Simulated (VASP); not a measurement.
# BN (Amm2) in VASP: notebook

Runs on BN. Level: PBE+D3(BJ). Tasks: single point.

Program: VASP 6.6.1. These are calculated values, not measurements. Logs are shortened: lines on timing, memory, paths and dates and some standing lists are left out, and cuts for length are marked.

### Step 1. The cell of the first run

It takes space group Amm2 (No. 38, orthorhombic). Conventional cell: a = 6.597 Å, b = 2.506 Å, c = 4.341 Å, α = 90.00°, β = 90.00°, γ = 90.00°. Within 1.7 Å of B (site symmetry mm2) lie 3 N at 1.16 to 1.61 Å. Within 1.9 Å of B (site symmetry mm2) lie 3 N at 1.45 Å. N (site symmetry mm2) has 3 B at 1.45 Å within 1.9 Å. N (site symmetry mm2) has 3 B at 1.16 to 1.61 Å within 1.7 Å.

### Step 2. Single point, PBE+D3(BJ) (atom 1 (B) moved by -0.288 Å along [1 2 0] and +0.000 Å along [0 0 1])

INCAR reads:

```
ALGO = Normal
EDIFF = 1E-6
ENCUT = 520
GGA = PE
ISIF = 2
ISMEAR = 0
IVDW = 12
LASPH = T
LCHARG = T
LELF = T
LREAL = F
LVHAR = T
LWAVE = F
NBANDS = 16
NELM = 80
PREC = Accurate
SIGMA = 0.05
```

KPOINTS reads:

```
k-points
0
Gamma
  12 12 4
```

POSCAR reads:

```
BN
1.0
    2.5061233057      0.0000000000      0.0000000000
   -1.2530616528      2.1703664477      0.0000000000
    0.0000000000      0.0000000000      6.5973571420
B N
2 2
Direct
   -0.0663482428     -0.1326964856      0.5000000000
    0.3333333333      0.6666666667      0.0000000000
    0.0000000000      0.0000000000      0.0000000000
    0.6666666667      0.3333333333      0.5000000000
```

Potentials or basis: VASP PAW PBE potentials, release 64 (B, N).

On the command line:

```sh
$ cat potpaw_PBE.64/B/POTCAR potpaw_PBE.64/N/POTCAR > POTCAR
$ mpirun -np 1 vasp_std > vasp.out
```

OUTCAR:

```text
EDIFF = 1E-6
   ENCUT = 520
   GGA = PE
   ISIF = 2
   ISMEAR = 0
   IVDW = 12
   LASPH = T
   LREAL = F
   NELM = 80
   PREC = Accurate
 IVDW          = 12

 ion  position               nearest neighbor table
   1  0.934  0.867  0.500-   4 1.16   4 1.61   4 1.61
   2  0.333  0.667  0.000-   3 1.45   3 1.45   3 1.45
   3  0.000  0.000  0.000-   2 1.45   2 1.45   2 1.45
   4  0.667  0.333  0.500-   1 1.16   1 1.61   1 1.61

  LATTYP: Found a hexagonal cell.
 ALAT       =     2.5061233057
 C/A-ratio  =     2.6324950281

  Lattice vectors:

 A1 = (   2.5061233057,   0.0000000000,   0.0000000000)
 A2 = (  -1.2530616528,   2.1703664477,   0.0000000000)
 A3 = (   0.0000000000,   0.0000000000,   6.5973571420)

Analysis of symmetry for initial positions (statically):
=====================================================================
 Subroutine PRICEL returns:
 Original cell was already a primitive cell.

 Routine SETGRP: Setting up the symmetry group for a
 hexagonal supercell.

 Subroutine GETGRP returns: Found  4 space group operations
 (whereof  4 operations were pure point group operations)
 out of a pool of 24 trial point group operations.

The static configuration has the point symmetry C_2v.

Analysis of symmetry for dynamics (positions and initial velocities):
=====================================================================
 Subroutine PRICEL returns:
 Original cell was already a primitive cell.

 Routine SETGRP: Setting up the symmetry group for a
 hexagonal supercell.

 Subroutine GETGRP returns: Found  4 space group operations
 (whereof  4 operations were pure point group operations)
 out of a pool of 24 trial point group operations.

The dynamic configuration has the point symmetry C_2v.

 Subroutine INISYM returns: Found  4 space group operations
 (whereof  4 operations are pure point group operations),
 and found     1 'primitive' translations

----------------------------------------------------------------------------------------

                                     Primitive cell

  volume of cell :      35.8844

  direct lattice vectors                    reciprocal lattice vectors
     2.506123306  0.000000000  0.000000000     0.399022665  0.230375843  0.000000000
    -1.253061653  2.170366448  0.000000000     0.000000000  0.460751686  0.000000000
[... 90 lines left out ...]
   LREAL  =      F    real-space projection
   EDIFFG = 0.1E-04   stopping-criterion for IOM
   NSW    =      0    number of steps for IOM
   IBRION =     -1    ionic relax: 0-MD 1-quasi-New 2-CG
   NFREE  =      0    steps in history (QN), initial steepest desc. (CG)
   ISIF   =      2    stress and relaxation
   ISYM   =      2    0-nonsym 1-usesym 2-fastsym
   POTIM  = 0.5000    time-step for ionic-motion
   TEBEG  =    0.0;   TEEND  =   0.0 temperature during run
   PSTRESS=    0.0 pullay stress
   NELECT =      16.0000    total number of electrons
   NUPDOWN=      -1.0000    fix difference up-down
   EMIN   =  10.00;   EMAX   =-10.00  energy-range for DOS
   EFERMI =   0.00;   METHOD = LEGACY
   ISMEAR =     0;   SIGMA  =   0.05  broadening in eV -4-tet -1-fermi 0-gaus
   EFERMI_NEDOS =   21; number of points for ismear=-14 and -15
   IALGO  =     38    algorithm
   IMIX   =      4    mixing-type and parameters
     AMIX     =   0.40;   BMIX     =  1.00
     AMIX_MAG =   1.60;   BMIX_MAG =  1.00
  volume/ion in A,a.u.               =       8.97        60.54
  Fermi-wavevector in a.u.,A,eV,Ry     =   1.250680  2.363443 21.282251  1.564201
  Thomas-Fermi vector in A             =   2.384663
   LORBIT       =      0    0 simple, 1 ext, 2 COOP (PROOUT), +10 PAW based schemes
   GGA     = PE    functional components
   LHFCALC =     F    Hartree Fock is set to
   AEXX    =    0.0000 exact exchange contribution
   IVDW    =    12    specifies the selected vdW correction
   LEPSILON=     F    determine dielectric tensor
   LRPA    =     F    only Hartree local field effects (RPA)
 non-spin polarized calculation
 Gauss-broadening in eV      SIGMA  =   0.05
  energy-cutoff  :      520.00
  volume of cell :       35.88
 maximum number of plane-waves:       985
   NGX =  9   NGY =  9   NGZ = 25

 number of electron      15.9999998 magnetization

 Free energy of the ion-electron system (eV)
  ---------------------------------------------------
  ext. energy  EPLUGINS =         0.00000000
  ---------------------------------------------------
  free energy    TOTEN  =       -32.75326184 eV

  energy without entropy =      -32.75326184  energy(sigma->0) =      -32.75326184

 E-fermi :   3.9680     XC(G=0): -10.0775

 val. band max:        3.6957053541   @ k =   0.0000   0.0000   0.2500
 cond. band min:       6.0454412465   @ k =   0.0000   0.5000   0.5000
 fundamental gap:      2.3497358923
 Fermi energy:         3.9679589505

 k-point     1 :       0.0000    0.0000    0.0000
  band No.  band energies     occupation
      1     -15.5657      2.00000
      2     -15.2275      2.00000
      3      -4.0397      2.00000
      4      -1.9192      2.00000
      5      -1.7143      2.00000
      6       0.8433      2.00000
[... 433 lines left out ...]
      3      -5.4498      2.00000
      4      -5.2349      2.00000
      5      -2.0125      2.00000
      6      -1.5321      2.00000
[... 8 lines left out ...]
     15      17.6826      0.00000
     16      19.1853      0.00000

 [... further k-points ...]

------------------------ aborting loop because EDIFF is reached ----------------------------------------

 Edisp (eV)   -0.56857

 E8    (eV) :    -0.1667

  FORCE on cell =-STRESS in cart. coord.  units (eV):
  Direction    XX          YY          ZZ          XY          YZ          ZX
  --------------------------------------------------------------------------------------
  -------------------------------------------------------------------------------------
  Total      -0.46457    15.31136    -0.06345     0.00000     0.00000     0.00000
  in kB     -20.74241   683.62641    -2.83273     0.00000     0.00000     0.00000
  external pressure =      220.02 kB  Pullay stress =        0.00 kB

 VOLUME and BASIS-vectors are now :
 -----------------------------------------------------------------------------
  energy-cutoff  :      520.00
  volume of cell :       35.88
      direct lattice vectors                 reciprocal lattice vectors
     2.506123306  0.000000000  0.000000000     0.399022665  0.230375843  0.000000000
    -1.253061653  2.170366448  0.000000000     0.000000000  0.460751686  0.000000000
     0.000000000  0.000000000  6.597357142     0.000000000  0.000000000  0.151575847

 POSITION                                       TOTAL-FORCE (eV/Angst)
 -----------------------------------------------------------------------------------
      1.25306      1.88237      3.29868         0.000000     20.360116      0.000000
     -0.00000      1.44691      0.00000        -0.000000     -0.008867      0.000000
      0.00000      0.00000      0.00000         0.000000      0.017029      0.000000
      1.25306      0.72346      3.29868        -0.000000    -20.368278      0.000000
 -----------------------------------------------------------------------------------
    total drift:                                0.000000     -0.000035     -0.000000

  FREE ENERGIE OF THE ION-ELECTRON SYSTEM (eV)
  ---------------------------------------------------
  free  energy   TOTEN  =       -33.3218284754 eV

  energy  without entropy=      -33.3218284754  energy(sigma->0) =      -33.32182848
```

stdout:

```text
POSCAR found type information on POSCAR B N
 POSCAR found :  2 types and       4 ions
 scaLAPACK will be used
 LDA part: xc-table for (Slater+PW92), standard interpolation
 POSCAR, INCAR and KPOINTS ok, starting setup
 FFT: planning ... GRIDC
 FFT: planning ... GRID_SOFT
 FFT: planning ... GRID
 WAVECAR not read
 entering main loop
```

It took 1.9 min on 1 thread of Intel Xeon 8259CL, shared host; peak memory 0.2 GiB.

Results:

```yaml
Free_energy: -33.3218 eV
Pressure: 22.0 GPa
Largest_force: 20.368 eV/Å
Band_gap_on_the_k_mesh: 2.35 eV (least direct gap 3.87 eV)
Dispersion_energy_per_atom: -0.142 eV
```

Forces on the atoms (eV/Å):
```
B     0.000  20.360   0.000
B     0.000  -0.009   0.000
N     0.000   0.017   0.000
N     0.000 -20.368   0.000
```

Stress tensor (GPa, compression positive):
```
-2.07  0.00  0.00
 0.00 68.36  0.00
 0.00  0.00 -0.28
```

Caveat: the cell differs from its parent crystal (atom 1 (B) moved by -0.288 Å along [1 2 0] and +0.000 Å along [0 0 1]); the cell stands under pressure; forces of over 1 eV/Å act on the atoms, so gaps and moduli don't describe the material at rest. A k mesh can miss the band edges.

### Step 3. Single point, PBE+D3(BJ) (atom 1 (B) moved by +0.480 Å along [1 2 0] and +0.000 Å along [0 0 1])

INCAR reads:

```
PREC = Accurate
ENCUT = 520
EDIFF = 1E-6
ISMEAR = 0
SIGMA = 0.05
LREAL = F
LASPH = T
NELM = 80
ALGO = Normal
ISIF = 2
LWAVE = F
LCHARG = F
GGA = PE
IVDW = 12
NBANDS = 16
```

KPOINTS reads:

```
regular mesh
0
Gamma
  12 12 4
```

POSCAR, as its differences from that of step 2:

```diff
@@ -8,3 +8,3 @@
 Direct
-   -0.0663482428     -0.1326964856      0.5000000000
+    0.1105804046      0.2211608093      0.5000000000
     0.3333333333      0.6666666667      0.0000000000
```

Potentials or basis: VASP PAW PBE potentials, release 64 (B, N).

On the command line:

```sh
$ cat potpaw_PBE.64/B/POTCAR potpaw_PBE.64/N/POTCAR > POTCAR
$ mpirun -np 1 vasp_std > vasp.out
```

Run time: 1.8 min. Hardware: 1 thread of Intel Xeon 8259CL, shared host; peak memory 0.2 GiB.

The run converged. Its results:

* Free energy: -33.4175 eV
* Pressure: 22.5 GPa
* Largest force: 4.659 eV/Å
* Band gap on the k mesh: 1.67 eV (least direct gap 3.26 eV)
* Dispersion energy per atom: -0.143 eV

Forces in eV/Å, atoms in the order of the input:
```
B    0.000 -4.659  0.000
B    0.000  0.005  0.000
N    0.000  0.011  0.000
N    0.000  4.644  0.000
```

Stress tensor (GPa, compression positive):
```
48.11  0.00  0.00
 0.00 19.58  0.00
 0.00  0.00 -0.28
```

Levels at points of the mesh, in eV from the valence-band top:
```tsv
k point	band 5	band 6	band 7	band 8	band 9	band 10	band 11	band 12
(0.00, 0.00, 0.00)	-6.16	-3.37	-3.37	0.00	3.26	7.72	8.40	9.54
(0.50, 0.00, 0.00)	-6.16	-3.12	-3.00	-2.43	1.74	3.18	4.04	7.63
(0.00, 0.50, 0.00)	-9.14	-6.16	-4.47	-2.94	2.77	7.43	7.58	7.75
(0.00, 0.00, 0.50)	-7.30	-3.37	-3.37	0.00	5.49	5.62	8.01	9.54
(0.50, 0.00, 0.50)	-6.16	-3.09	-2.87	-2.45	1.67	2.63	4.16	7.88
(0.00, 0.50, 0.50)	-9.14	-6.16	-4.39	-2.95	2.65	6.43	8.00	8.15
```

Caveat: the cell differs from its parent crystal (atom 1 (B) moved by +0.480 Å along [1 2 0] and +0.000 Å along [0 0 1]); the cell stands under pressure; forces of over 1 eV/Å act on the atoms, so gaps and moduli don't describe the material at rest.

### Step 4. Single point, PBE+D3(BJ) (atom 1 (B) moved by -0.480 Å along [1 2 0] and +0.000 Å along [0 0 1])

INCAR reads:

```
PREC     = Accurate       # precision mode
ENCUT    = 520            # plane-wave cutoff, eV
EDIFF    = 1E-6           # SCF threshold, eV
ISMEAR   = 0              # smearing method
SIGMA    = 0.05           # smearing width, eV
LREAL    = F              # projectors in reciprocal space
LASPH    = T              # aspherical terms in the spheres
NELM     = 60             # most SCF steps
ALGO     = Normal         # electronic algorithm
ISIF     = 2              # what is computed and relaxed
LWAVE    = F              # write WAVECAR
LCHARG   = F              # write CHGCAR
GGA      = PE             # functional
IVDW     = 12             # dispersion correction
NBANDS   = 16             # bands
```

KPOINTS reads:

```
Automatic mesh
0
Gamma
  12 12 4
```

POSCAR, as its differences from that of step 3:

```diff
@@ -8,3 +8,3 @@
 Direct
-    0.1105804046      0.2211608093      0.5000000000
+   -0.1105804046     -0.2211608093      0.5000000000
     0.3333333333      0.6666666667      0.0000000000
```

On the command line:

```sh
$ cat potpaw_PBE.64/B/POTCAR potpaw_PBE.64/N/POTCAR > POTCAR
$ mpirun -np 1 vasp_std > vasp.out
```

Run time: 1.7 min. Hardware: 1 thread of Intel Xeon 8259CL, shared host; peak memory 0.21 GiB.

It converged, with:

```
Free energy                : -26.0418 eV
Pressure                   : 79.7 GPa
Largest force              : 63.100 eV/Å
Band gap on the k mesh     : 3.36 eV (least direct gap 4.38 eV)
Dispersion energy per atom : -0.142 eV
```

Forces in eV/Å, atoms in the order of the input:
```
B     0.000  63.091   0.000
B     0.000  -0.008   0.000
N     0.000   0.016   0.000
N     0.000 -63.100   0.000
```

Stress tensor (GPa, compression positive):
```
 -0.46   0.00   0.00
  0.00 240.29   0.00
  0.00   0.00  -0.59
```

Levels at points of the mesh, in eV from the valence-band top:
```
           k point  band 5  band 6  band 7  band 8  band 9  band 10  band 11  band 12
(0.00, 0.00, 0.00)   -5.46   -2.51   -2.51    0.00    4.38     8.60     9.21     9.70
(0.50, 0.00, 0.00)   -5.30   -4.19   -3.76   -2.08    3.55     5.13     7.24     8.55
(0.00, 0.50, 0.00)   -5.30   -3.91   -2.82   -2.17    3.68     4.39     8.36     9.24
(0.00, 0.00, 0.50)   -5.48   -2.51   -2.51    0.00    6.36     6.57     8.60    10.40
(0.50, 0.00, 0.50)   -5.30   -4.20   -3.69   -2.09    3.53     5.26     6.41     8.89
(0.00, 0.50, 0.50)   -5.30   -3.92   -2.76   -2.09    3.53     3.95     8.78     9.40
```

Caveat: the cell differs from its parent crystal (atom 1 (B) moved by -0.480 Å along [1 2 0] and +0.000 Å along [0 0 1]); atoms lie so close that the PAW spheres overlap strongly, which falsifies energies and pressures; the cell stands under pressure; forces of over 1 eV/Å act on the atoms, so gaps and moduli don't describe the material at rest.

### Step 5. Single point, PBE+D3(BJ) (atom 1 (B) moved by +0.288 Å along [1 2 0] and +0.000 Å along [0 0 1])

INCAR reads:

```
SYSTEM = BN
ALGO = Normal ; EDIFF = 1E-6
ENCUT = 520 ; GGA = PE
ISIF = 2 ; ISMEAR = 0
IVDW = 12 ; LASPH = .TRUE.
LCHARG = .TRUE. ; LELF = .TRUE.
LREAL = .FALSE. ; LVHAR = .TRUE.
LWAVE = .FALSE. ; NBANDS = 16
NELM = 100 ; PREC = Accurate
SIGMA = 0.05
```

KPOINTS reads:

```
k-points
0
G
  12 12 4
  0 0 0
```

POSCAR, as its differences from that of step 4:

```diff
@@ -8,3 +8,3 @@
 Direct
-   -0.1105804046     -0.2211608093      0.5000000000
+    0.0663482428      0.1326964856      0.5000000000
     0.3333333333      0.6666666667      0.0000000000
```

On the command line:

```sh
$ cat potpaw_PBE.64/B/POTCAR potpaw_PBE.64/N/POTCAR > POTCAR
$ mpirun -np 1 vasp_std > vasp.out
```

Run time: 91 s. Hardware: 1 thread of Intel Xeon 8259CL, shared host; peak memory 0.2 GiB.

It converged, with:

- Free energy: -34.5274 eV
- Pressure: 11.0 GPa
- Largest force: 6.364 eV/Å
- Band gap on the k mesh: 2.22 eV (least direct gap 3.52 eV)
- Dispersion energy per atom: -0.142 eV

Forces in eV/Å, atoms in the order of the input:
```
B    0.000 -6.364  0.000
B    0.000  0.004  0.000
N    0.000  0.005  0.000
N    0.000  6.355  0.000
```

Stress tensor (GPa, compression positive):
```
29.09  0.00  0.00
 0.00  4.06  0.00
 0.00  0.00 -0.23
```

Levels at points of the mesh, in eV from the valence-band top:
```
           k point  band 6  band 7  band 8  band 9  band 10  band 11
(0.00, 0.00, 0.00)   -3.10   -3.09    0.00    3.52     6.84     8.65
(0.50, 0.00, 0.00)   -4.19   -2.88   -2.19    2.25     3.48     6.30
(0.00, 0.50, 0.00)   -5.88   -3.76   -2.63    3.00     6.03     7.80
(0.00, 0.00, 0.50)   -3.09   -3.09    0.00    5.61     5.92     7.24
(0.50, 0.00, 0.50)   -4.20   -2.68   -2.25    2.22     2.95     6.40
(0.00, 0.50, 0.50)   -5.88   -3.64   -2.68    2.94     5.38     8.09
```

Caveat: the cell differs from its parent crystal (atom 1 (B) moved by +0.288 Å along [1 2 0] and +0.000 Å along [0 0 1]); the cell stands under pressure; forces of over 1 eV/Å act on the atoms, so gaps and moduli don't describe the material at rest. A k mesh can miss the band edges.

### Step 6. Single point, PBE+D3(BJ) (atom 1 (B) moved by -0.192 Å along [1 2 0] and +0.000 Å along [0 0 1])

INCAR reads:

```
PREC = Accurate ; ENCUT = 520
EDIFF = 1E-6 ; ISMEAR = 0
SIGMA = 0.05 ; LREAL = F
LASPH = T ; NELM = 80
ALGO = Normal ; ISIF = 2
LWAVE = F ; LCHARG = T
GGA = PE ; IVDW = 12
LELF = T ; LVHAR = T
NBANDS = 16
```

KPOINTS reads:

```
Automatic mesh
0
Gamma
  12 12 4
```

POSCAR, as its differences from that of step 5:

```diff
@@ -8,3 +8,3 @@
 Direct
-    0.0663482428      0.1326964856      0.5000000000
+   -0.0442321619     -0.0884643237      0.5000000000
     0.3333333333      0.6666666667      0.0000000000
```

Potentials or basis: VASP PAW PBE potentials, release 64 (B, N).

On the command line:

```sh
$ cat potpaw_PBE.64/B/POTCAR potpaw_PBE.64/N/POTCAR > POTCAR
$ mpirun -np 1 vasp_std > vasp.out
```

Wall time 1.8 min (1 thread of Intel Xeon 8259CL, shared host); peak memory 0.2 GiB.

Results (log left out):

* Free energy: -34.7862 eV
* Pressure: 8.7 GPa
* Largest force: 10.879 eV/Å
* Band gap on the k mesh: 2.96 eV (least direct gap 4.15 eV)
* Dispersion energy per atom: -0.142 eV

Forces in eV/Å, atoms in the order of the input:
```
B     0.000  10.875   0.000
B     0.000  -0.006   0.000
N     0.000   0.011   0.000
N     0.000 -10.879   0.000
```

Stress tensor (GPa, compression positive):
```
-3.50  0.00  0.00
 0.00 29.88  0.00
 0.00  0.00 -0.22
```

Levels at points of the mesh, in eV from the valence-band top:
```
           k point  band 4  band 5  band 6  band 7  band 8  band 9  band 10  band 11  band 12  band 13
(0.00, 0.00, 0.00)   -4.89   -4.03   -2.18   -2.17    0.00    4.51     8.34     9.55    10.74    10.74
(0.50, 0.00, 0.00)   -9.36   -5.03   -4.95   -2.36   -1.62    3.79     5.49     7.92     8.86    12.18
(0.00, 0.50, 0.00)   -9.65   -4.97   -3.92   -1.91   -1.21    3.14     4.27     8.83     9.41    11.61
(0.00, 0.00, 0.50)   -6.07   -4.02   -2.18   -2.17    0.00    6.84     6.86     8.34    10.74    10.74
(0.50, 0.00, 0.50)   -9.39   -5.01   -4.96   -2.14   -1.76    3.87     4.82     8.09     9.07    12.81
(0.00, 0.50, 0.50)   -9.72   -4.96   -3.92   -1.76   -1.19    2.96     3.87     9.06     9.59    12.94
```

Caveat: the cell differs from its parent crystal (atom 1 (B) moved by -0.192 Å along [1 2 0] and +0.000 Å along [0 0 1]); the cell stands under pressure; forces of over 1 eV/Å act on the atoms, so gaps and moduli don't describe the material at rest. A k mesh can miss the band edges.

### Step 7. Summary

```csv
cell,gap on the mesh (eV),pressure (GPa),largest force (eV/Å)
"as given, atomic positions A",2.35,22.0,20.37
"as given, atomic positions B",1.67,22.5,4.66
"as given, atomic positions C",3.36,79.7,63.10
"as given, atomic positions D",2.22,11.0,6.36
"as given, atomic positions E",2.96,8.7,10.88
```

Alike in all rows: task single point; level PBE+D3(BJ); potentials or basis VASP PAW PBE potentials, release 64 (B, N); no spin polarisation; k mesh 12 × 12 × 4; cutoff (eV) 520; smearing gaussian 0.05 eV.

Caveats: the cell stands under pressure; forces of over 1 eV/Å act on the atoms, so gaps and moduli don't describe the material at rest; atoms lie so close that the PAW spheres overlap strongly, which falsifies energies and pressures (at least some runs).

Total energies depend on the potentials used, so only differences within one code and one set of settings carry meaning.
